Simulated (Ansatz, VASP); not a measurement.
**One calculation of C, two programs**

INCAR

```
PREC = Accurate
ENCUT = 520
EDIFF = 1E-7
ISMEAR = 0
SIGMA = 0.1
LREAL = F
LASPH = T
NELM = 60
ALGO = Normal
ISIF = 2
LWAVE = F
LCHARG = T
LDIPOL = T
IDIPOL = 3
DIPOL = 0.5 0.5 0.369
GGA = PE
IVDW = 12
LELF = T
LVHAR = T
LVACPOTAV = T
NBANDS = 16
```

Contents of KPOINTS:

```
regular mesh
0
Gamma
  15 15 1
```

POSCAR

```
C
1.0
    2.4656524409      0.0000000000      0.0000000000
   -1.2328262205      2.1353176508      0.0000000000
    0.0000000000      0.0000000000     17.5000663883
C
4
Direct
    0.6666666667      0.3333333333      0.2571437784
    0.3333333333      0.6666666667      0.2571418816
    1.1666666667      0.3333333333      0.4805733991
    0.8333333333      0.6666666667      0.4805715023
```

Input for Ansatz:

```yaml
crystal:
  lattice:
    - [2.4656524409, 0.0, 0.0]
    - [-1.2328262205, 2.1353176508, 0.0]
    - [0.0, 0.0, 17.5000663883]
  atoms:
    - { symbol: C, position: [0.6666666667, 0.3333333333, 0.2571437784] }
    - { symbol: C, position: [0.3333333333, 0.6666666667, 0.2571418816] }
    - { symbol: C, position: [1.1666666667, 0.3333333333, 0.4805733991] }
    - { symbol: C, position: [0.8333333333, 0.6666666667, 0.4805715023] }
basis:
  ecutwfc: 420
kpoints:
  mp_grid: { grid: [15, 15, 1] }
hamiltonian:
  xc: pbe
  pseudopotentials: { kind: paw, azcp: { folder: soft_1 } }
  dispersion: d3bj
scf:
  occupations: { method: gaussian, width: 0.1 }
output:
  forces: true
  eigenvalues: true
efield:
  axis: 3
  dipole_correction: true
  ramp_width: 0.04
```

Alike in both runs: task single point; functional PBE; dispersion D3(BJ); k mesh 15 × 15 × 1; occupations gaussian, width 0.1 eV; no spin polarisation.

|  | VASP | Ansatz |
| --- | --- | --- |
| version | VASP 6.6.1 | Ansatz 0.2.0 |
| potentials or method | VASP PAW PBE potentials, release 64 (C), cutoff 520 eV | scalar-relativistic, plane waves, PAW |
| valence electrons in the cell | 16 | 16 |

```tsv
	VASP	Ansatz	Ansatz less VASP
gap on the k mesh at the Fermi level (eV)	0.08	0.08	0.000
least direct gap on the mesh (eV)	0.08	0.08	0.000
rms of the force components (eV/Å)	0.016	0.016	+0.0001
```

Atom by atom the forces differ by 0.000 eV/Å (rms over components). Ansatz's warnings: structure snapped to symmetry.
